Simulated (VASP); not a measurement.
# Be3As2 (R-3m) in VASP: further runs

Runs on Be3As2. Level: PBE. Tasks: single point, relaxation of cell and atoms.

Program: VASP 6.6.1. These are calculated values, not measurements. Logs are shortened: lines on timing, memory, paths and dates and some standing lists are left out, and cuts for length are marked.

## 1. The cell of the first run

The structure is trigonal, space group R-3m (No. 166). Conventional cell: a = 3.487 Å, b = 3.487 Å, c = 19.478 Å, α = 90.00°, β = 90.00°, γ = 120.00°. Within 3.3 Å of Be (site symmetry -3m) lie 6 As at 2.50 Å and 6 Be at 3.23 Å. Within 3.0 Å of Be (site symmetry 3m) lie 3 As at 2.27 Å and 3 Be at 2.48 Å. As (site symmetry 3m) has 6 Be at 2.27 to 2.50 Å within 3.0 Å.

## 2. Single point, PBE

Input file INCAR:

```
ALGO     = Normal         # electronic algorithm
EDIFF    = 1E-6           # SCF threshold, eV
ENCUT    = 520            # plane-wave cutoff, eV
GGA      = PE             # functional
ISIF     = 2              # what is computed and relaxed
ISMEAR   = 0              # smearing method
LASPH    = True           # aspherical terms in the spheres
LCHARG   = False          # write CHGCAR
LREAL    = False          # projectors in reciprocal space
LWAVE    = False          # write WAVECAR
NBANDS   = 16             # bands
NELM     = 80             # most SCF steps
PREC     = Accurate       # precision mode
SIGMA    = 0.1            # smearing width, eV
```

Input file KPOINTS:

```
k-points
0
Gamma
  6 6 6
```

Input file POSCAR:

```
Be3As2
1.0
    1.7436687553      1.0067076253      6.4928283843
   -1.7436687553      1.0067076253      6.4928283843
    0.0000000000     -2.0134152505      6.4928283843
Be As
3 2
Direct
    0.0000000000      0.0000000000      0.0000000000
    0.2038097236      0.2038097236      0.2038097236
    0.7961902764      0.7961902764      0.7961902764
    0.4090541511      0.4090541511      0.4090541511
    0.5909458489      0.5909458489      0.5909458489
```

Potentials or basis: VASP PAW PBE potentials, release 64 (Be, As).

Started as:

```sh
$ cat potpaw_PBE.64/Be/POTCAR potpaw_PBE.64/As/POTCAR > POTCAR
$ mpirun -np 1 vasp_std > vasp.out
```

OUTCAR:

```text
EDIFF = 1E-6
   ENCUT = 520
   GGA = PE
   ISIF = 2
   ISMEAR = 0
   LASPH = True
   LREAL = False
   NELM = 80
   PREC = Accurate

 ion  position               nearest neighbor table
   1  0.000  0.000  0.000-   5 2.50   5 2.50   4 2.50   4 2.50   5 2.50   4 2.50
   2  0.204  0.204  0.204-   5 2.27   5 2.27   5 2.27
   3  0.796  0.796  0.796-   4 2.27   4 2.27   4 2.27
   4  0.409  0.409  0.409-   3 2.27   3 2.27   3 2.27   1 2.50   1 2.50   1 2.50
   5  0.591  0.591  0.591-   2 2.27   2 2.27   2 2.27   1 2.50   1 2.50   1 2.50

  LATTYP: Found a trigonal (rhomboedric) cell.
 ALAT       =     6.7978424076
 COS(alpha) =     0.8684121527

  Lattice vectors:

 A1 = (   1.7436687553,   1.0067076253,   6.4928283843)
 A2 = (  -1.7436687553,   1.0067076253,   6.4928283843)
 A3 = (   0.0000000000,  -2.0134152505,   6.4928283843)

Analysis of symmetry for initial positions (statically):
=====================================================================
 Subroutine PRICEL returns:
 Original cell was already a primitive cell.

 Routine SETGRP: Setting up the symmetry group for a
 trigonal (rhombohedral) supercell.

 Subroutine GETGRP returns: Found 12 space group operations
 (whereof 12 operations were pure point group operations)
 out of a pool of 12 trial point group operations.

The static configuration has the point symmetry D_3d.

Analysis of symmetry for dynamics (positions and initial velocities):
=====================================================================
 Subroutine PRICEL returns:
 Original cell was already a primitive cell.

 Routine SETGRP: Setting up the symmetry group for a
 trigonal (rhombohedral) supercell.

 Subroutine GETGRP returns: Found 12 space group operations
 (whereof 12 operations were pure point group operations)
 out of a pool of 12 trial point group operations.

The dynamic configuration has the point symmetry D_3d.

 Subroutine INISYM returns: Found 12 space group operations
 (whereof 12 operations are pure point group operations),
 and found     1 'primitive' translations

----------------------------------------------------------------------------------------

                                     Primitive cell

  volume of cell :      68.3837

  direct lattice vectors                    reciprocal lattice vectors
     1.743668755  1.006707625  6.492828384     0.286751712  0.165556178  0.051338695
    -1.743668755  1.006707625  6.492828384    -0.286751712  0.165556178  0.051338695
     0.000000000 -2.013415251  6.492828384     0.000000000 -0.331112356  0.051338695

  length of vectors
     6.797842408  6.797842408  6.797842408     0.335068730  0.335068730  0.335068730

  position of ions in fractional coordinates (direct lattice)
     0.000000000  0.000000000  0.000000000
     0.203809724  0.203809724  0.203809724
     0.796190276  0.796190276  0.796190276
     0.409054151  0.409054151  0.409054151
     0.590945849  0.590945849  0.590945849

  ion indices of the primitive-cell ions
   primitive index   ion index
                 1           1
                 2           2
                 3           3
                 4           4
                 5           5

----------------------------------------------------------------------------------------

 KPOINTS: k-points

Automatic generation of k-mesh.
 Grid dimensions read from file:
 generate k-points for:    6    6    6

 Generating k-lattice:

  Cartesian coordinates                     Fractional coordinates (reciprocal lattice)
     0.047791952  0.027592696  0.008556449     0.166666667 -0.000000000  0.000000000
    -0.047791952  0.027592696  0.008556449    -0.000000000  0.166666667  0.000000000
     0.000000000 -0.055185393  0.008556449     0.000000000  0.000000000  0.166666667

  Length of vectors
     0.055844788  0.055844788  0.055844788

  Shift w.r.t. Gamma in fractional coordinates (k-lattice)
     0.000000000  0.000000000  0.000000000

 Subroutine IBZKPT returns following result:
 ===========================================

 Found     32 irreducible k-points:

 Following reciprocal coordinates:
            Coordinates               Weight
  0.000000  0.000000  0.000000      1.000000
  0.166667  0.000000 -0.000000      6.000000
  0.333333  0.000000 -0.000000      6.000000
  0.500000  0.000000  0.000000      3.000000
  0.166667  0.166667 -0.000000      6.000000
  0.333333  0.166667  0.000000     12.000000
[... 16 lines left out ...]
  0.500000  0.500000  0.166667      6.000000
 -0.333333  0.500000  0.166667     12.000000
 [... further k-points ...]
   k-points           NKPTS =     32   k-points in BZ     NKDIM =     32   number of bands    NBANDS=     16
   number of dos      NEDOS =    301   number of ions     NIONS =      5
   total plane-waves  NPLWV = 157464
   dimension x,y,z NGX =    54 NGY =   54 NGZ =   54
   dimension x,y,z NGXF=   108 NGYF=  108 NGZF=  108
   ions per type =               3   2
   NGX,Y,Z   is equivalent  to a cutoff of  13.21, 13.21, 13.21 a.u.
   NGXF,Y,Z  is equivalent  to a cutoff of  26.41, 26.41, 26.41 a.u.
 SYSTEM =  unknown system
   PREC   = accura    normal or accurate (medium, high low for compatibility)
   ISTART =      0    job   : 0-new  1-cont  2-samecut
   ICHARG =      2    charge: 1-file 2-atom 10-const
   ISPIN  =      1    spin polarized calculation?
   LNONCOLLINEAR =      F non collinear calculations
   LSORBIT =      F    spin-orbit coupling
   LASPH  =      T    aspherical Exc in radial PAW
   ENCUT  =  520.0 eV  38.22 Ry    6.18 a.u.  12.64 12.64 12.64*2*pi/ulx,y,z
   NELM   =     80;   NELMIN=  2; NELMDL= -5     # of ELM steps
   EDIFF  = 0.1E-05   stopping-criterion for ELM
   LREAL  =      F    real-space projection
   EDIFFG = 0.1E-04   stopping-criterion for IOM
   NSW    =      0    number of steps for IOM
   IBRION =     -1    ionic relax: 0-MD 1-quasi-New 2-CG
   NFREE  =      0    steps in history (QN), initial steepest desc. (CG)
   ISIF   =      2    stress and relaxation
   ISYM   =      2    0-nonsym 1-usesym 2-fastsym
   POTIM  = 0.5000    time-step for ionic-motion
   TEBEG  =    0.0;   TEEND  =   0.0 temperature during run
   PSTRESS=    0.0 pullay stress
   NELECT =      16.0000    total number of electrons
   NUPDOWN=      -1.0000    fix difference up-down
   EMIN   =  10.00;   EMAX   =-10.00  energy-range for DOS
   EFERMI =   0.00;   METHOD = LEGACY
   ISMEAR =     0;   SIGMA  =   0.10  broadening in eV -4-tet -1-fermi 0-gaus
   EFERMI_NEDOS =   21; number of points for ismear=-14 and -15
   IALGO  =     38    algorithm
   IMIX   =      4    mixing-type and parameters
     AMIX     =   0.40;   BMIX     =  1.00
     AMIX_MAG =   1.60;   BMIX_MAG =  1.00
  volume/ion in A,a.u.               =      13.68        92.30
  Fermi-wavevector in a.u.,A,eV,Ry     =   1.008782  1.906322 13.845848  1.017641
  Thomas-Fermi vector in A             =   2.141670
   LORBIT       =      0    0 simple, 1 ext, 2 COOP (PROOUT), +10 PAW based schemes
   GGA     = PE    functional components
   LHFCALC =     F    Hartree Fock is set to
   AEXX    =    0.0000 exact exchange contribution
   IVDW    =     0    specifies the selected vdW correction
   LEPSILON=     F    determine dielectric tensor
   LRPA    =     F    only Hartree local field effects (RPA)
 non-spin polarized calculation
 Gauss-broadening in eV      SIGMA  =   0.10
  energy-cutoff  :      520.00
  volume of cell :       68.38
 maximum number of plane-waves:      1869
 NGX is ok and might be reduce to    54
   NGX = 25   NGY = 25   NGZ = 25

 number of electron      15.9999999 magnetization

 Free energy of the ion-electron system (eV)
  ---------------------------------------------------
  ext. energy  EPLUGINS =         0.00000000
  ---------------------------------------------------
  free energy    TOTEN  =       -18.94921539 eV

  energy without entropy =      -18.94604529  energy(sigma->0) =      -18.94763034

 E-fermi :   5.4605     XC(G=0): -10.2456

 val. band max:        5.4403894455   @ k =  -0.1667   0.1667   0.0000
 cond. band min:       5.5968745640   @ k =  -0.3333   0.1667   0.1667
 fundamental gap:      0.1564851185
 Fermi energy:         5.4605212275

 k-point     1 :       0.0000    0.0000    0.0000
  band No.  band energies     occupation
      1      -7.8389      2.00000
      2      -6.2593      2.00000
      3      -1.6344      2.00000
      4       5.0641      2.00000
      5       5.9580      0.00000
      6       5.9580      0.00000
[... 8 lines left out ...]
     15      10.9770      0.00000
     16      14.0117      0.00000

 k-point     2 :       0.1667    0.0000   -0.0000
  band No.  band energies     occupation
      1      -7.4755      2.00000
      2      -5.9407      2.00000
      3      -1.2329      2.00000
      4       3.2179      2.00000
      5       4.2385      2.00000
      6       4.8654      2.00000
[... 8 lines left out ...]
     15      12.6591      0.00000
     16      13.0761      0.00000

 k-point     3 :       0.3333    0.0000   -0.0000
  band No.  band energies     occupation
      1      -6.4818      2.00000
      2      -5.1214      2.00000
      3      -0.2338      2.00000
      4       0.1913      2.00000
      5       1.4724      2.00000
      6       3.9315      2.00000
[... 8 lines left out ...]
     15      12.2847      0.00000
     16      13.1930      0.00000

 k-point     4 :       0.5000    0.0000    0.0000
  band No.  band energies     occupation
      1      -5.6299      2.00000
      2      -4.5923      2.00000
      3      -1.2576      2.00000
      4      -0.4507      2.00000
      5       1.5993      2.00000
      6       3.1745      2.00000
[... 8 lines left out ...]
     15      12.9619      0.00000
     16      13.4955      0.00000
[... 324 lines left out ...]
 k-point    22 :      -0.1667    0.3333    0.1667
  band No.  band energies     occupation
      1      -5.6847      2.00000
      2      -4.6473      2.00000
      3      -0.4510      2.00000
      4       0.0393      2.00000
      5       0.9066      2.00000
      6       1.7692      2.00000
[... 8 lines left out ...]
     15      11.9116      0.00000
     16      14.1056      0.00000

 k-point    23 :       0.5000    0.5000    0.1667
  band No.  band energies     occupation
      1      -6.1395      2.00000
      2      -5.6830      2.00000
      3       0.1411      2.00000
      4       0.9379      2.00000
      5       1.5708      2.00000
      6       3.0630      2.00000
[... 8 lines left out ...]
     15      13.1877      0.00000
     16      13.8074      0.00000

 k-point    24 :      -0.3333    0.5000    0.1667
  band No.  band energies     occupation
      1      -5.2730      2.00000
      2      -5.1997      2.00000
      3      -0.6461      2.00000
      4       0.2242      2.00000
      5       1.4654      2.00000
      6       2.6604      2.00000
[... 8 lines left out ...]
     15      12.7306      0.00000
     16      13.9757      0.00000

 [... further k-points ...]

------------------------ aborting loop because EDIFF is reached ----------------------------------------

  FORCE on cell =-STRESS in cart. coord.  units (eV):
  Direction    XX          YY          ZZ          XY          YZ          ZX
  --------------------------------------------------------------------------------------
  -------------------------------------------------------------------------------------
  Total        0.1900595      0.1900595      0.0924841      0.0000000      0.0000000      0.0000000
  in kB        4.4529482      4.4529482      2.1668315      0.0000000      0.0000000      0.0000000
  external PRESSURE =       3.6909093 kB  Pullay stress =       0.0000000 kB

 VOLUME and BASIS-vectors are now :
 -----------------------------------------------------------------------------
  energy-cutoff  :      520.00
  volume of cell :       68.38
      direct lattice vectors                 reciprocal lattice vectors
     1.743668755  1.006707625  6.492828384     0.286751712  0.165556178  0.051338695
    -1.743668755  1.006707625  6.492828384    -0.286751712  0.165556178  0.051338695
     0.000000000 -2.013415251  6.492828384     0.000000000 -0.331112356  0.051338695

 POSITION                                       TOTAL-FORCE (eV/Angst)
 -----------------------------------------------------------------------------------
      0.00000      0.00000      0.00000         0.000000      0.000000      0.000000
      0.00000      0.00000      3.96990         0.000000     -0.000000     -0.000155
      0.00000      0.00000     15.50858         0.000000      0.000000      0.000155
      0.00000      0.00000      7.96776         0.000000     -0.000000     -0.027132
      0.00000      0.00000     11.51073         0.000000      0.000000      0.027132
 -----------------------------------------------------------------------------------
    total drift:                                0.000000      0.000000      0.000000

  FREE ENERGIE OF THE ION-ELECTRON SYSTEM (eV)
  ---------------------------------------------------
  free  energy   TOTEN  =       -18.9492153948 eV

  energy  without entropy=      -18.9460452850  energy(sigma->0) =      -18.94763034
```

It took 54 s on 1 thread of Intel Xeon 6975P-C (Granite Rapids), shared host; peak memory 0.38 GiB.

Results:

- Free energy: -18.9492 eV
- Pressure: 0.4 GPa
- Largest force: 0.027 eV/Å
- Band gap on the k mesh: zero (bands 8 and 9 overlap by 1.57 eV)

Forces in eV/Å, atoms in the order of the input:
```
Be   0.000  0.000  0.000
Be   0.000  0.000  0.000
Be   0.000  0.000  0.000
As   0.000  0.000 -0.027
As   0.000  0.000  0.027
```

## 3. Relaxation of cell and atoms, PBE

This run uses another cell than the first one, of 13.05 Å³/atom.

Input file INCAR:

```
  PREC = Accurate
  ENCUT = 600
  EDIFF = 1E-6
  ISMEAR = 0
  SIGMA = 0.1
  LREAL = F
  LASPH = T
  NELM = 100
  ALGO = Fast
  ISIF = 3
  LWAVE = F
  LCHARG = F
  GGA = PE
  IBRION = 2
  NSW = 90
  EDIFFG = -0.04
```

Input file KPOINTS:

```
regular mesh
0
Gamma
  6 6 6
```

Input file POSCAR:

```
Be3As2
1.0
    1.5958544625      0.9213670035      7.3975949396
   -1.5958544625      0.9213670035      7.3975949396
    0.0000000000     -1.8427340069      7.3975949396
Be As
3 2
Direct
    0.0000000000      0.0000000000      0.0000000000
    0.2095000000      0.2095000000      0.2095000000
    0.7905000000      0.7905000000      0.7905000000
    0.4000000000      0.4000000000      0.4000000000
    0.6000000000      0.6000000000      0.6000000000
```

Potentials or basis: VASP PAW PBE potentials, release 64 (Be, As).

Started as:

```sh
$ cat potpaw_PBE.64/Be/POTCAR potpaw_PBE.64/As/POTCAR > POTCAR
$ mpirun -np 1 vasp_std > vasp.out
```

It took 16 min on 1 thread of Intel Xeon 6975P-C (Granite Rapids), shared host; peak memory 0.62 GiB.

Results (log left out):

```yaml
Free_energy: -18.9492 eV
Relaxed_volume: 13.76 Å³/atom
Relaxed_cell: a = 6.805 Å, b = 6.805 Å, c = 6.805 Å, α = 29.77°, β = 29.77°, γ = 29.77°
Space_group_after_relaxing_to_0.1_Å: R-3m (No. 166)
Energy_gained_by_relaxing: 132.8 meV/atom
Ionic_steps: 20
Pressure_after_relaxing: -0.3 GPa
Largest_force_after_relaxing: 0.031 eV/Å
Band_gap_on_the_k_mesh: zero (bands 8 and 9 overlap by 1.55 eV)
```

Forces in eV/Å, atoms in the order of the input:
```
Be   0.000  0.000  0.000
Be   0.000  0.000  0.031
Be   0.000  0.000 -0.031
As   0.000  0.000 -0.018
As   0.000  0.000  0.018
```

Stress tensor (GPa, compression positive):
```
-0.30  0.00  0.00
 0.00 -0.30  0.00
 0.00  0.00 -0.18
```

The path:
| step | energy change (eV) | largest force (eV/Å) | pressure (GPa) | volume (Å³) |
| --- | --- | --- | --- | --- |
| 1 | 0.0000 | 1.0801 | 8.86 | 65.26 |
| 2 | -0.2369 | 0.2567 | -2.34 | 72.30 |
| 3 | -0.2396 | 0.3039 | -1.42 | 71.55 |
| 4 | -0.2845 | 0.3425 | -1.04 | 70.85 |
| 5 | -0.4190 | 0.4710 | 0.44 | 68.67 |
| 6 | -0.5029 | 0.7393 | 5.16 | 63.92 |
| 7 | -0.5390 | 0.6686 | 2.86 | 65.93 |
| 8 | -0.5410 | 0.6751 | 3.45 | 65.35 |
| 9 | -0.5648 | 0.6494 | 2.75 | 65.65 |
| 10 | -0.5801 | 0.4772 | 1.32 | 66.34 |
| 11 | -0.5823 | 0.5320 | 1.65 | 66.17 |
| 12 | -0.6045 | 0.4488 | 1.02 | 66.69 |
| 13 | -0.6422 | 0.2277 | -0.65 | 68.23 |
| 14 | -0.6453 | 0.2174 | -1.20 | 68.80 |
| 15 | -0.6537 | 0.1572 | -0.36 | 68.29 |
| 16 | -0.6563 | 0.0982 | 0.45 | 67.83 |
| 17 | -0.6588 | 0.0848 | 0.29 | 68.01 |
| 18 | -0.6603 | 0.0700 | 0.05 | 68.30 |
| 19 | -0.6617 | 0.0565 | -0.03 | 68.42 |
| 20 | -0.6639 | 0.0313 | -0.26 | 68.80 |

Final structure:
```yaml
crystal:
  lattice:
    - [1.74817, 1.00930, 6.49899]
    - [-1.74817, 1.00930, 6.49899]
    - [0.00000, -2.01861, 6.49899]
  atoms:
    - { symbol: Be, position: [0.00000, 0.00000, 0.00000] }
    - { symbol: Be, position: [0.20358, 0.20358, 0.20358] }
    - { symbol: Be, position: [0.79642, 0.79642, 0.79642] }
    - { symbol: As, position: [0.40912, 0.40912, 0.40912] }
    - { symbol: As, position: [0.59088, 0.59088, 0.59088] }
```

Levels at points of the mesh, in eV from the Fermi level:
| k point | band 5 | band 6 | band 7 | band 8 | band 9 | band 10 | band 11 | band 12 |
| --- | --- | --- | --- | --- | --- | --- | --- | --- |
| (0.00, 0.00, 0.00) | 0.48 | 0.48 | 0.76 | 0.80 | 0.80 | 3.85 | 3.85 | 3.92 |
| (0.50, 0.00, 0.00) | -3.85 | -2.28 | -1.73 | -1.71 | 1.02 | 1.92 | 2.14 | 3.22 |
| (0.50, 0.50, 0.00) | -3.09 | -2.47 | -2.26 | -0.38 | -0.27 | 1.30 | 2.71 | 3.22 |
| (0.50, 0.50, 0.50) | 0.39 | 0.39 | 0.93 | 0.93 | 2.88 | 2.88 | 3.43 | 4.45 |

Caveat: the k points lie up to 0.35 Å⁻¹ apart in the final cell, too coarse for converged energies and pressures of a metal.

(Part 1 of 2 ends here.)

The gap in the log of VASP goes by the Fermi energy; the results here count the filled bands.